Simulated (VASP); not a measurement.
# Al (Immm) in VASP: further runs

The runs below take Al through single point, with PBE.

Everything below comes from runs of VASP 6.6.1. Logs are shortened: lines on timing, memory, paths and dates and some standing lists are left out, and cuts for length are marked.

**1. The cell of the first run**

It takes space group Immm (No. 71, orthorhombic). Conventional cell: a = 2.728 Å, b = 2.996 Å, c = 4.048 Å, α = 90.00°, β = 90.00°, γ = 90.00°. Al (site symmetry mmm) has 12 Al at 2.73 to 3.00 Å within 3.6 Å.

**2. Single point, PBE (strain +0.0937 x Voigt [0, 0, 0, 0, 1, 0])**

The input, INCAR:

```
SYSTEM = Al
PREC     = Accurate       ! precision mode
ENCUT    = 520            ! plane-wave cutoff, eV
EDIFF    = 1E-6           ! SCF threshold, eV
ISMEAR   = 0              ! smearing method
SIGMA    = 0.15           ! smearing width, eV
LREAL    = .False.        ! projectors in reciprocal space
LASPH    = .True.         ! aspherical terms in the spheres
NELM     = 100            ! most SCF steps
ALGO     = Fast           ! electronic algorithm
ISIF     = 2              ! what is computed and relaxed
LWAVE    = .False.        ! write WAVECAR
LCHARG   = .True.         ! write CHGCAR
GGA      = PE             ! functional
LELF     = .True.         ! ELF
LVHAR    = .True.       
NBANDS   = 8              ! bands
```

The input, KPOINTS:

```
Automatic mesh
0
Gamma
  20 20 20
  0 0 0
```

The input, POSCAR:

```
Al
1.0
    0.0948234630      2.0239800000      2.0239800000
    2.1188034630      0.0000000000      2.1188034630
    2.0239800000      2.0239800000      0.0948234630
Al
1
Direct
    0.0000000000      0.0000000000      0.0000000000
```

Potentials or basis: VASP PAW PBE potentials, release 64 (Al).

On the command line:

```
> cat potpaw_PBE.64/Al/POTCAR > POTCAR
> mpirun -np 1 vasp_std > vasp.out
```

OUTCAR:

```text
SYSTEM = Al
   PREC = Accurate
   ENCUT = 520
   EDIFF = 1E-6
   ISMEAR = 0
   LREAL = .False.
   LASPH = .True.
   NELM = 100
   ISIF = 2
   GGA = PE

 ion  position               nearest neighbor table
   1  0.000  0.000  0.000-

  LATTYP: Found a body centered orthorhombic cell.
 ALAT       =     2.7282393386
 B/A-ratio  =     1.0983056182
 C/A-ratio  =     1.4837261316

  Lattice vectors:

 A1 = (   0.0948234630,  -2.0239800000,   2.0239800000)
 A2 = (  -0.0948234630,  -2.0239800000,  -2.0239800000)
 A3 = (   2.0239800000,   2.0239800000,   0.0948234630)

Analysis of symmetry for initial positions (statically):
=====================================================================
 Subroutine PRICEL returns:
 Original cell was already a primitive cell.

 Routine SETGRP: Setting up the symmetry group for a
 body centered orthorhombic supercell.

 Subroutine GETGRP returns: Found  8 space group operations
 (whereof  8 operations were pure point group operations)
 out of a pool of  8 trial point group operations.

The static configuration has the point symmetry D_2h.

Analysis of symmetry for dynamics (positions and initial velocities):
=====================================================================
 Subroutine PRICEL returns:
 Original cell was already a primitive cell.

 Routine SETGRP: Setting up the symmetry group for a
 body centered orthorhombic supercell.

 Subroutine GETGRP returns: Found  8 space group operations
 (whereof  8 operations were pure point group operations)
 out of a pool of  8 trial point group operations.

The dynamic configuration has the point symmetry D_2h.

 Subroutine INISYM returns: Found  8 space group operations
 (whereof  8 operations are pure point group operations),
 and found     1 'primitive' translations

----------------------------------------------------------------------------------------

                                     Primitive cell

  volume of cell :      16.5461

  direct lattice vectors                    reciprocal lattice vectors
     0.094823463  2.023980000  2.023980000    -0.259180627  0.247038014  0.259180627
     2.118803463  0.000000000  2.118803463     0.235982246 -0.247038014  0.235982246
     2.023980000  2.023980000  0.094823463     0.259180627  0.247038014 -0.259180627

  length of vectors
     2.863910189  2.996440593  2.863910189     0.442014677  0.415214428  0.442014677

  position of ions in fractional coordinates (direct lattice)
     0.000000000  0.000000000  0.000000000

  ion indices of the primitive-cell ions
   primitive index   ion index
                 1           1

----------------------------------------------------------------------------------------

 KPOINTS: Automatic mesh

Automatic generation of k-mesh.
 Grid dimensions read from file:
 generate k-points for:   20   20   20

 Generating k-lattice:

  Cartesian coordinates                     Fractional coordinates (reciprocal lattice)
    -0.012959031  0.012351901  0.012959031     0.050000000  0.000000000  0.000000000
     0.011799112 -0.012351901  0.011799112     0.000000000  0.050000000  0.000000000
     0.012959031  0.012351901 -0.012959031     0.000000000  0.000000000  0.050000000

  Length of vectors
     0.022100734  0.020760721  0.022100734

  Shift w.r.t. Gamma in fractional coordinates (k-lattice)
     0.000000000  0.000000000  0.000000000

 Subroutine IBZKPT returns following result:
 ===========================================

 Found   1166 irreducible k-points:

 Following reciprocal coordinates:
            Coordinates               Weight
  0.000000  0.000000  0.000000      1.000000
  0.050000  0.000000 -0.000000      4.000000
  0.100000  0.000000  0.000000      4.000000
  0.150000  0.000000  0.000000      4.000000
  0.200000  0.000000  0.000000      4.000000
  0.250000  0.000000 -0.000000      4.000000
[... 16 lines left out ...]
 -0.450000  0.050000  0.000000      8.000000
 -0.400000  0.050000 -0.000000      8.000000
 [... further k-points ...]
   k-points           NKPTS =   1166   k-points in BZ     NKDIM =   1166   number of bands    NBANDS=      8
   number of dos      NEDOS =    301   number of ions     NIONS =      1
   total plane-waves  NPLWV =  13824
   dimension x,y,z NGX =    24 NGY =   24 NGZ =   24
   dimension x,y,z NGXF=    48 NGYF=   48 NGZF=   48
   ions per type =               1
   NGX,Y,Z   is equivalent  to a cutoff of  13.93, 13.32, 13.93 a.u.
   NGXF,Y,Z  is equivalent  to a cutoff of  27.86, 26.63, 27.86 a.u.
 SYSTEM =  Al
   PREC   = accura    normal or accurate (medium, high low for compatibility)
   ISTART =      0    job   : 0-new  1-cont  2-samecut
   ICHARG =      2    charge: 1-file 2-atom 10-const
   ISPIN  =      1    spin polarized calculation?
   LNONCOLLINEAR =      F non collinear calculations
   LSORBIT =      F    spin-orbit coupling
   LASPH  =      T    aspherical Exc in radial PAW
   ENCUT  =  520.0 eV  38.22 Ry    6.18 a.u.   5.32  5.57  5.32*2*pi/ulx,y,z
   NELM   =    100;   NELMIN=  2; NELMDL= -5     # of ELM steps
   EDIFF  = 0.1E-05   stopping-criterion for ELM
   LREAL  =      F    real-space projection
   EDIFFG = 0.1E-04   stopping-criterion for IOM
   NSW    =      0    number of steps for IOM
   IBRION =     -1    ionic relax: 0-MD 1-quasi-New 2-CG
   NFREE  =      0    steps in history (QN), initial steepest desc. (CG)
   ISIF   =      2    stress and relaxation
   ISYM   =      2    0-nonsym 1-usesym 2-fastsym
   POTIM  = 0.5000    time-step for ionic-motion
   TEBEG  =    0.0;   TEEND  =   0.0 temperature during run
   PSTRESS=    0.0 pullay stress
   NELECT =       3.0000    total number of electrons
   NUPDOWN=      -1.0000    fix difference up-down
   EMIN   =  10.00;   EMAX   =-10.00  energy-range for DOS
   EFERMI =   0.00;   METHOD = LEGACY
   ISMEAR =     0;   SIGMA  =   0.15  broadening in eV -4-tet -1-fermi 0-gaus
   EFERMI_NEDOS =   21; number of points for ismear=-14 and -15
   IALGO  =     68    algorithm
   IMIX   =      4    mixing-type and parameters
     AMIX     =   0.40;   BMIX     =  1.00
     AMIX_MAG =   1.60;   BMIX_MAG =  1.00
  volume/ion in A,a.u.               =      16.55       111.66
  Fermi-wavevector in a.u.,A,eV,Ry     =   0.926582  1.750986 11.681336  0.858554
  Thomas-Fermi vector in A             =   2.052560
   LORBIT       =      0    0 simple, 1 ext, 2 COOP (PROOUT), +10 PAW based schemes
   GGA     = PE    functional components
   LHFCALC =     F    Hartree Fock is set to
   AEXX    =    0.0000 exact exchange contribution
   IVDW    =     0    specifies the selected vdW correction
   LEPSILON=     F    determine dielectric tensor
   LRPA    =     F    only Hartree local field effects (RPA)
 non-spin polarized calculation
 RMM-DIIS sequential band-by-band and
 Gauss-broadening in eV      SIGMA  =   0.15
  energy-cutoff  :      520.00
  volume of cell :       16.55
 maximum number of plane-waves:       461
 NGX is ok and might be reduce to    24
   NGX = 11   NGY = 11   NGZ = 11

 number of electron       3.0000000 magnetization

 Free energy of the ion-electron system (eV)
  ---------------------------------------------------
  ext. energy  EPLUGINS =         0.00000000
  ---------------------------------------------------
  free energy    TOTEN  =        -3.73285619 eV

  energy without entropy =       -3.72846305  energy(sigma->0) =       -3.73065962

 E-fermi :   7.9770     XC(G=0): -10.1829

 val. band max:        7.9763622906   @ k =  -0.3000   0.2500   0.0500
 cond. band min:       7.9780338228   @ k =   0.3500  -0.4500   0.0500
 fundamental gap:      0.0016715321
 Fermi energy:         7.9769659558

 k-point     1 :       0.0000    0.0000    0.0000
  band No.  band energies     occupation
      1      -3.1493      2.00000
      2      19.1724      0.00000
      3      20.3447      0.00000
      4      20.4947      0.00000
      5      21.2072      0.00000
      6      22.1342      0.00000
      7      23.7217      0.00000
      8      25.3930      0.00000

 k-point     2 :       0.0500    0.0000   -0.0000
  band No.  band energies     occupation
      1      -3.0770      2.00000
      2      18.8748      0.00000
      3      19.8078      0.00000
      4      20.8226      0.00000
      5      20.9138      0.00000
      6      21.8832      0.00000
      7      23.9267      0.00000
      8      26.3238      0.00000

 k-point     3 :       0.1000    0.0000    0.0000
  band No.  band energies     occupation
      1      -2.8603      2.00000
      2      18.2999      0.00000
      3      18.3916      0.00000
      4      19.8872      0.00000
      5      21.7553      0.00000
      6      22.2120      0.00000
      7      24.2310      0.00000
      8      25.9107      0.00000

 k-point     4 :       0.1500    0.0000    0.0000
  band No.  band energies     occupation
      1      -2.5000      2.00000
      2      16.3075      0.00000
      3      17.9675      0.00000
      4      19.3288      0.00000
      5      22.2877      0.00000
      6      22.7279      0.00000
      7      24.6188      0.00000
      8      24.7317      0.00000

 k-point     5 :       0.2000    0.0000    0.0000
  band No.  band energies     occupation
      1      -1.9972      2.00000
      2      14.2727      0.00000
      3      17.6478      0.00000
      4      18.9353      0.00000
      5      22.1672      0.00000
      6      23.0751      0.00000
      7      23.7414      0.00000
      8      24.3548      0.00000

 k-point     6 :       0.2500    0.0000   -0.0000
  band No.  band energies     occupation
      1      -1.3534      2.00000
      2      12.2930      0.00000
      3      17.4443      0.00000
      4      18.6686      0.00000
      5      22.0183      0.00000
      6      22.1293      0.00000
      7      22.7508      0.00000
      8      25.4840      0.00000

 k-point     7 :       0.3000    0.0000    0.0000
  band No.  band energies     occupation
      1      -0.5708      2.00000
      2      10.4006      0.00000
      3      17.3612      0.00000
      4      18.5210      0.00000
      5      21.1356      0.00000
      6      21.7967      0.00000
      7      21.9822      0.00000
      8      25.4433      0.00000
[... 133 lines left out ...]
 k-point    20 :       0.4000    0.0500    0.0000
  band No.  band energies     occupation
      1       1.1117      2.00000
      2       7.4992      1.99999
      3      17.1382      0.00000
      4      18.4116      0.00000
      5      18.8740      0.00000
      6      21.2637      0.00000
      7      22.2936      0.00000
      8      24.6545      0.00000

 k-point    21 :       0.4500    0.0500   -0.0000
  band No.  band energies     occupation
      1       2.2490      2.00000
      2       5.9079      2.00000
      3      17.2943      0.00000
      4      17.8065      0.00000
      5      18.9908      0.00000
      6      20.6583      0.00000
      7      22.5376      0.00000
      8      24.0488      0.00000

 k-point    22 :       0.5000    0.0500   -0.0000
  band No.  band energies     occupation
      1       3.4666      2.00000
      2       4.4860      2.00000
      3      17.0675      0.00000
      4      17.8029      0.00000
      5      19.2406      0.00000
      6      20.1747      0.00000
      7      22.9034      0.00000
      8      23.5618      0.00000

 k-point    23 :      -0.4500    0.0500    0.0000
  band No.  band energies     occupation
      1       3.0142      2.00000
      2       4.9847      2.00000
      3      16.6525      0.00000
      4      18.2170      0.00000
      5      19.5122      0.00000
      6      19.9260      0.00000
      7      23.0723      0.00000
      8      23.5182      0.00000

 k-point    24 :      -0.4000    0.0500   -0.0000
  band No.  band energies     occupation
      1       1.8087      2.00000
      2       6.4866      2.00000
      3      16.3376      0.00000
      4      18.7175      0.00000
      5      19.4926      0.00000
      6      20.2721      0.00000
      7      22.8479      0.00000
      8      24.1111      0.00000

 [... further k-points ...]

------------------------ aborting loop because EDIFF is reached ----------------------------------------

  FORCE on cell =-STRESS in cart. coord.  units (eV):
  Direction    XX          YY          ZZ          XY          YZ          ZX
  --------------------------------------------------------------------------------------
  -------------------------------------------------------------------------------------
  Total        0.0899123     -0.0581349      0.0899123      0.0000000      0.0000000     -0.3338104
  in kB        8.7063340     -5.6292829      8.7063340      0.0000000      0.0000000    -32.3233253
  external PRESSURE =       3.9277950 kB  Pullay stress =       0.0000000 kB

 VOLUME and BASIS-vectors are now :
 -----------------------------------------------------------------------------
  energy-cutoff  :      520.00
  volume of cell :       16.55
      direct lattice vectors                 reciprocal lattice vectors
     0.094823463  2.023980000  2.023980000    -0.259180627  0.247038014  0.259180627
     2.118803463  0.000000000  2.118803463     0.235982246 -0.247038014  0.235982246
     2.023980000  2.023980000  0.094823463     0.259180627  0.247038014 -0.259180627

 POSITION                                       TOTAL-FORCE (eV/Angst)
 -----------------------------------------------------------------------------------
      0.00000      0.00000      0.00000        -0.000000      0.000000      0.000000
 -----------------------------------------------------------------------------------
    total drift:                               -0.000000      0.000000     -0.000000

  FREE ENERGIE OF THE ION-ELECTRON SYSTEM (eV)
  ---------------------------------------------------
  free  energy   TOTEN  =        -3.7328561877 eV

  energy  without entropy=       -3.7284630465  energy(sigma->0) =       -3.73065962
```

It took 2 min on 1 thread of Intel Xeon 8259CL, shared host; peak memory 0.25 GiB.

What came out:

```
Free energy            : -3.7329 eV
Pressure               : 0.4 GPa
Band gap on the k mesh : zero (an odd number of electrons rules out a gap without spin polarisation)
```

Stress tensor (GPa, compression positive):
```
 0.87  0.00 -3.23
 0.00 -0.56  0.00
-3.23  0.00  0.87
```

Caveat: the cell differs from its parent crystal (strain +0.0937 x Voigt [0, 0, 0, 0, 1, 0]).

**3. Single point, PBE (strain -0.1500 x Voigt [0, 0, 0, 0, 1, 0])**

The input, INCAR:

```
SYSTEM = Al
ALGO = Normal
EDIFF = 1E-7
ENCUT = 520
GGA = PE
ISIF = 2
ISMEAR = 0
LASPH = .TRUE.
LCHARG = .TRUE.
LELF = .TRUE.
LREAL = .FALSE.
LVHAR = .TRUE.
LWAVE = .FALSE.
NBANDS = 8
NELM = 80
PREC = Accurate
SIGMA = 0.15
```

The input, KPOINTS:

```
k-points
0
G
  20 20 20
  0 0 0
```

The input, POSCAR:

```
Al
1.0
   -0.1517985000      2.0239800000      2.0239800000
    1.8721815000      0.0000000000      1.8721815000
    2.0239800000      2.0239800000     -0.1517985000
Al
1
Direct
    0.0000000000      0.0000000000      0.0000000000
```

Potentials or basis: VASP PAW PBE potentials, release 64 (Al).

On the command line:

```
> cat potpaw_PBE.64/Al/POTCAR > POTCAR
> mpirun -np 1 vasp_std > vasp.out
```

It took 1.7 min on 1 thread of Intel Xeon 8259CL, shared host; peak memory 0.23 GiB.

The run converged. Its results:

* Free energy: -3.7047 eV
* Pressure: 1.8 GPa
* Band gap on the k mesh: zero (an odd number of electrons rules out a gap without spin polarisation)

Stress tensor (GPa, compression positive):
```
 2.82  0.00  5.98
 0.00 -0.16  0.00
 5.98  0.00  2.82
```

Levels at points of the mesh, in eV from the Fermi level:
```
           k point  band 1  band 2  band 3  band 4
(0.00, 0.00, 0.00)  -11.13   10.46   11.70   12.08
(0.50, 0.00, 0.00)   -5.25   -4.94   10.98   11.52
(0.00, 0.50, 0.00)   -4.15   -3.40    9.63    9.89
(0.50, 0.50, 0.00)   -2.87   -1.45    5.32    5.71
(0.50, 0.00, 0.50)   -2.94   -1.68    3.15    4.28
```

Caveat: the cell differs from its parent crystal (strain -0.1500 x Voigt [0, 0, 0, 0, 1, 0]).
